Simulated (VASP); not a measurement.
# AlMo2As3 (P6/mmm) in VASP: single point with PBE

Aim: the single point of AlMo2As3 with PBE.

All numbers are computed with VASP 6.6.1; they aren't measurements. Logs are shortened: lines on timing, memory, paths and dates and some standing lists are left out, and cuts for length are marked.

## 1. The cell of the first run

The structure is hexagonal, space group P6/mmm (No. 191). The conventional cell has a = 5.977 Å, b = 5.977 Å, c = 3.658 Å, α = 90.00°, β = 90.00°, γ = 120.00°. Al (site symmetry 6/mmm) has 6 Mo at 3.45 Å and 12 As at 3.50 Å and 2 Al at 3.66 Å within 4.5 Å. Mo (site symmetry -6m2) has 6 As at 2.51 Å within 3.3 Å. Within 3.3 Å of As (site symmetry mmm) lie 4 Mo at 2.51 Å and 4 As at 2.99 Å.

## 2. Single point, PBE

Input file INCAR:

```
SYSTEM = AlMo2As3
  ALGO = Normal
  EDIFF = 1E-6
  ENCUT = 520
  GGA = PE
  ISIF = 2
  ISMEAR = 0
  LASPH = .True.
  LCHARG = .False.
  LREAL = .False.
  LWAVE = .False.
  NBANDS = 32
  NELM = 80
  PREC = Accurate
  SIGMA = 0.1
```

Input file KPOINTS:

```
k-points
0
Gamma
  3 3 6
  0 0 0
```

Input file POSCAR:

```
AlMo2As3
1.0
    5.9771554100      0.0000000000      0.0000000000
   -2.9885777000      5.1763684200      0.0000000000
    0.0000000000      0.0000000000      3.6581300300
Al Mo As
1 2 3
Direct
    0.0000000000      0.0000000000      0.0000000000
    0.3333333300      0.6666666700      0.0000000000
    0.6666666700      0.3333333300      0.0000000000
    0.5000000000      0.0000000000      0.5000000000
    0.5000000000      0.5000000000      0.5000000000
    0.0000000000      0.5000000000      0.5000000000
```

Potentials or basis: VASP PAW PBE potentials, release 64 (Al, Mo_sv, As).

Started as:

```sh
$ cat potpaw_PBE.64/Al/POTCAR potpaw_PBE.64/Mo_sv/POTCAR potpaw_PBE.64/As/POTCAR > POTCAR
$ mpirun -np 1 vasp_std > vasp.out
```

OUTCAR:

```text
SYSTEM = AlMo2As3
   EDIFF = 1E-6
   ENCUT = 520
   GGA = PE
   ISIF = 2
   ISMEAR = 0
   LASPH = .True.
   LREAL = .False.
   NELM = 80
   PREC = Accurate

 ion  position               nearest neighbor table
   1  0.000  0.000  0.000-
   2  0.333  0.667  0.000-   4 2.51   4 2.51   6 2.51   6 2.51   5 2.51   5 2.51   3 3.45   3 3.45
                             3 3.45
   3  0.667  0.333  0.000-   4 2.51   4 2.51   6 2.51   6 2.51   5 2.51   5 2.51   2 3.45   2 3.45
                             2 3.45
   4  0.500  0.000  0.500-   2 2.51   3 2.51   2 2.51   3 2.51
   5  0.500  0.500  0.500-   2 2.51   3 2.51   2 2.51   3 2.51
   6  0.000  0.500  0.500-   2 2.51   3 2.51   2 2.51   3 2.51

  LATTYP: Found a hexagonal cell.
 ALAT       =     5.9771554100
 C/A-ratio  =     0.6120185572

  Lattice vectors:

 A1 = (   5.9771554100,   0.0000000000,   0.0000000000)
 A2 = (  -2.9885777000,   5.1763684200,   0.0000000000)
 A3 = (   0.0000000000,   0.0000000000,   3.6581300300)

Analysis of symmetry for initial positions (statically):
=====================================================================
 Subroutine PRICEL returns:
 Original cell was already a primitive cell.

 Routine SETGRP: Setting up the symmetry group for a
 hexagonal supercell.

 Subroutine GETGRP returns: Found 24 space group operations
 (whereof 24 operations were pure point group operations)
 out of a pool of 24 trial point group operations.

The static configuration has the point symmetry D_6h.

Analysis of symmetry for dynamics (positions and initial velocities):
=====================================================================
 Subroutine PRICEL returns:
 Original cell was already a primitive cell.

 Routine SETGRP: Setting up the symmetry group for a
 hexagonal supercell.

 Subroutine GETGRP returns: Found 24 space group operations
 (whereof 24 operations were pure point group operations)
 out of a pool of 24 trial point group operations.

The dynamic configuration has the point symmetry D_6h.

 Subroutine INISYM returns: Found 24 space group operations
 (whereof 24 operations are pure point group operations),
 and found     1 'primitive' translations

----------------------------------------------------------------------------------------

                                     Primitive cell

  volume of cell :     113.1824

  direct lattice vectors                    reciprocal lattice vectors
     5.977155410  0.000000000  0.000000000     0.167303664  0.096592815  0.000000000
    -2.988577700  5.176368420  0.000000000     0.000000000  0.193185631  0.000000000
     0.000000000  0.000000000  3.658130030     0.000000000  0.000000000  0.273363711

  length of vectors
     5.977155410  5.977155401  3.658130030     0.193185631  0.193185631  0.273363711

  position of ions in fractional coordinates (direct lattice)
     0.000000000  0.000000000  0.000000000
     0.333333330  0.666666670  0.000000000
     0.666666670  0.333333330  0.000000000
     0.500000000  0.000000000  0.500000000
     0.500000000  0.500000000  0.500000000
     0.000000000  0.500000000  0.500000000

  ion indices of the primitive-cell ions
   primitive index   ion index
                 1           1
                 2           2
                 3           3
                 4           4
                 5           5
                 6           6

----------------------------------------------------------------------------------------

 KPOINTS: k-points

Automatic generation of k-mesh.
 Grid dimensions read from file:
 generate k-points for:    3    3    6

 Generating k-lattice:

  Cartesian coordinates                     Fractional coordinates (reciprocal lattice)
     0.055767888  0.032197605  0.000000000     0.333333333  0.000000000  0.000000000
     0.000000000  0.064395210  0.000000000     0.000000000  0.333333333  0.000000000
     0.000000000  0.000000000  0.045560618     0.000000000  0.000000000  0.166666667

  Length of vectors
     0.064395210  0.064395210  0.045560618

  Shift w.r.t. Gamma in fractional coordinates (k-lattice)
     0.000000000  0.000000000  0.000000000

 Subroutine IBZKPT returns following result:
 ===========================================

 Found     12 irreducible k-points:

 Following reciprocal coordinates:
            Coordinates               Weight
  0.000000  0.000000  0.000000      1.000000
  0.333333  0.000000  0.000000      6.000000
  0.333333  0.333333  0.000000      2.000000
  0.000000  0.000000  0.166667      2.000000
  0.333333  0.000000  0.166667     12.000000
  0.333333  0.333333  0.166667      4.000000
  0.000000  0.000000  0.333333      2.000000
  0.333333  0.000000  0.333333     12.000000
  0.333333  0.333333  0.333333      4.000000
  0.000000  0.000000  0.500000      1.000000
  0.333333  0.000000  0.500000      6.000000
  0.333333  0.333333  0.500000      2.000000
   k-points           NKPTS =     12   k-points in BZ     NKDIM =     12   number of bands    NBANDS=     32
   number of dos      NEDOS =    301   number of ions     NIONS =      6
   total plane-waves  NPLWV =  64512
   dimension x,y,z NGX =    48 NGY =   48 NGZ =   28
   dimension x,y,z NGXF=    96 NGYF=   96 NGZF=   56
   ions per type =               1   2   3
   NGX,Y,Z   is equivalent  to a cutoff of  13.35, 13.35, 12.72 a.u.
   NGXF,Y,Z  is equivalent  to a cutoff of  26.70, 26.70, 25.45 a.u.
 SYSTEM =  AlMo2As3
   PREC   = accura    normal or accurate (medium, high low for compatibility)
   ISTART =      0    job   : 0-new  1-cont  2-samecut
   ICHARG =      2    charge: 1-file 2-atom 10-const
   ISPIN  =      1    spin polarized calculation?
   LNONCOLLINEAR =      F non collinear calculations
   LSORBIT =      F    spin-orbit coupling
   LASPH  =      T    aspherical Exc in radial PAW
   ENCUT  =  520.0 eV  38.22 Ry    6.18 a.u.  11.11 11.11  6.80*2*pi/ulx,y,z
   NELM   =     80;   NELMIN=  2; NELMDL= -5     # of ELM steps
   EDIFF  = 0.1E-05   stopping-criterion for ELM
   LREAL  =      F    real-space projection
   EDIFFG = 0.1E-04   stopping-criterion for IOM
   NSW    =      0    number of steps for IOM
   IBRION =     -1    ionic relax: 0-MD 1-quasi-New 2-CG
   NFREE  =      0    steps in history (QN), initial steepest desc. (CG)
   ISIF   =      2    stress and relaxation
   ISYM   =      2    0-nonsym 1-usesym 2-fastsym
   POTIM  = 0.5000    time-step for ionic-motion
   TEBEG  =    0.0;   TEEND  =   0.0 temperature during run
   PSTRESS=    0.0 pullay stress
   NELECT =      46.0000    total number of electrons
   NUPDOWN=      -1.0000    fix difference up-down
   EMIN   =  10.00;   EMAX   =-10.00  energy-range for DOS
   EFERMI =   0.00;   METHOD = LEGACY
   ISMEAR =     0;   SIGMA  =   0.10  broadening in eV -4-tet -1-fermi 0-gaus
   EFERMI_NEDOS =   21; number of points for ismear=-14 and -15
   IALGO  =     38    algorithm
   IMIX   =      4    mixing-type and parameters
     AMIX     =   0.40;   BMIX     =  1.00
     AMIX_MAG =   1.60;   BMIX_MAG =  1.00
  volume/ion in A,a.u.               =      18.86       127.30
  Fermi-wavevector in a.u.,A,eV,Ry     =   1.212647  2.291571 20.007549  1.470513
  Thomas-Fermi vector in A             =   2.348125
   LORBIT       =      0    0 simple, 1 ext, 2 COOP (PROOUT), +10 PAW based schemes
   GGA     = PE    functional components
   LHFCALC =     F    Hartree Fock is set to
   AEXX    =    0.0000 exact exchange contribution
   IVDW    =     0    specifies the selected vdW correction
   LEPSILON=     F    determine dielectric tensor
   LRPA    =     F    only Hartree local field effects (RPA)
 non-spin polarized calculation
 Gauss-broadening in eV      SIGMA  =   0.10
  energy-cutoff  :      520.00
  volume of cell :      113.18
 maximum number of plane-waves:      3098
 NGX is ok and might be reduce to    48
   NGX = 23   NGY = 23   NGZ = 13

 number of electron      46.0000000 magnetization

 Free energy of the ion-electron system (eV)
  ---------------------------------------------------
  ext. energy  EPLUGINS =         0.00000000
  ---------------------------------------------------
  free energy    TOTEN  =       -36.23026513 eV

  energy without entropy =      -36.18099886  energy(sigma->0) =      -36.20563199

 E-fermi :   7.8535     XC(G=0): -10.9262

 val. band max:        7.8435648359   @ k =   0.3333   0.0000   0.3333
 cond. band min:       7.8704334747   @ k =   0.3333   0.0000   0.5000
 fundamental gap:      0.0268686388
 Fermi energy:         7.8534666528

 k-point     1 :       0.0000    0.0000    0.0000
  band No.  band energies     occupation
      1     -53.3120      2.00000
      2     -53.3022      2.00000
      3     -27.5824      2.00000
      4     -27.5477      2.00000
      5     -27.4854      2.00000
      6     -27.4854      2.00000
[... 24 lines left out ...]
     31      12.5885      0.00000
     32      12.5885      0.00000

 k-point     2 :       0.3333    0.0000    0.0000
  band No.  band energies     occupation
      1     -53.3099      2.00000
      2     -53.3043      2.00000
      3     -27.5750      2.00000
      4     -27.5550      2.00000
      5     -27.4894      2.00000
      6     -27.4704      2.00000
[... 24 lines left out ...]
     31      11.7043      0.00000
     32      11.7924      0.00000
[... 313 lines left out ...]
     31      11.1905      0.00000
     32      12.2065      0.00000

 k-point    12 :       0.3333    0.3333    0.5000
  band No.  band energies     occupation
      1     -53.3030      2.00000
      2     -53.3030      2.00000
      3     -27.6556      2.00000
      4     -27.6556      2.00000
      5     -27.4809      2.00000
      6     -27.4312      2.00000
[... 24 lines left out ...]
     31      11.2921      0.00000
     32      11.9934      0.00000

------------------------ aborting loop because EDIFF is reached ----------------------------------------

  FORCE on cell =-STRESS in cart. coord.  units (eV):
  Direction    XX          YY          ZZ          XY          YZ          ZX
  --------------------------------------------------------------------------------------
  -------------------------------------------------------------------------------------
  Total        1.9116132      1.9116132      8.1991799      0.0000000      0.0000000      0.0000000
  in kB       27.0602456     27.0602456    116.0652282      0.0000000      0.0000000      0.0000000
  external PRESSURE =      56.7285731 kB  Pullay stress =       0.0000000 kB

 VOLUME and BASIS-vectors are now :
 -----------------------------------------------------------------------------
  energy-cutoff  :      520.00
  volume of cell :      113.18
      direct lattice vectors                 reciprocal lattice vectors
     5.977155410  0.000000000  0.000000000     0.167303664  0.096592815  0.000000000
    -2.988577700  5.176368420  0.000000000     0.000000000  0.193185631  0.000000000
     0.000000000  0.000000000  3.658130030     0.000000000  0.000000000  0.273363711

 POSITION                                       TOTAL-FORCE (eV/Angst)
 -----------------------------------------------------------------------------------
      0.00000      0.00000      0.00000        -0.000000      0.000000      0.000000
     -0.00000      3.45091      0.00000         0.000000      0.000000      0.000000
      2.98858      1.72546      0.00000         0.000000      0.000000      0.000000
      2.98858      0.00000      1.82907        -0.000000      0.000000      0.000000
      1.49429      2.58818      1.82907        -0.000000      0.000000      0.000000
     -1.49429      2.58818      1.82907        -0.000000      0.000000      0.000000
 -----------------------------------------------------------------------------------
    total drift:                               -0.000000      0.000000     -0.000000

  FREE ENERGIE OF THE ION-ELECTRON SYSTEM (eV)
  ---------------------------------------------------
  free  energy   TOTEN  =       -36.2302651307 eV

  energy  without entropy=      -36.1809988560  energy(sigma->0) =      -36.20563199
```

Run time: 84 s. Hardware: 1 thread of AMD EPYC 7R13 (Zen 3), shared host; peak memory 0.22 GiB.

What came out:

| Property | Result |
| --- | --- |
| Free energy | -36.2303 eV |
| Pressure | 5.7 GPa |
| Band gap on the k mesh | zero (band 23 reaches 8.33 eV, above the bottom of band 24 at 7.40 eV) |

Stress tensor (GPa, compression positive):
```
 2.71  0.00  0.00
 0.00  2.71  0.00
 0.00  0.00 11.61
```

Caveat: the k points lie up to 0.40 Å⁻¹ apart.
